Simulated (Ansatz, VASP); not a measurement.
# One calculation of O, two programs

```xyz
2
Lattice="9.0000 0.0000 0.0000 0.0000 9.5000 0.0000 0.0000 0.0000 10.0000" Properties=species:S:1:pos:R:3 pbc="T T T"
O     4.5000    4.7500    4.3952
O     4.5000    4.7500    5.6048
```

Alike in both runs: functional PBEsol; k mesh 1 × 1 × 1; occupations fermi-dirac, width 0.02 eV; collinear spin.

Ansatz relaxed the structure, and its values are those at the end. VASP's run is a single point on that final structure, the one shown.

|  | VASP | Ansatz |
| --- | --- | --- |
| version | VASP 6.6.1 | Ansatz 0.2.0 |
| potentials or method | VASP PAW PBE potentials, release 64 (O_h), cutoff 910 eV | plane waves, PAW |
| valence electrons in the cell | 12 | 12 |

|  | VASP | Ansatz | Ansatz less VASP |
| --- | --- | --- | --- |
| rms of the force components (eV/Å) | 0.135 | 0.013 | -0.1219 |
| net moment per atom (μB) | 1.00 | 1.00 | 0.000 |
| size of the moment on the site where the two differ most (μB) | 0.62 | 0.55 | -0.069 |

VASP's potentials were made for PBE, not for PBEsol. Site moments also hang on the region over which each program counts them. One of these differences is far larger than is usual between the two programs; its cause wasn't traced. Ansatz's warnings: end state compared, stress scf threshold loose.

Noted on VASP's run: the cutoff is short for stress, so the pressure is rough.
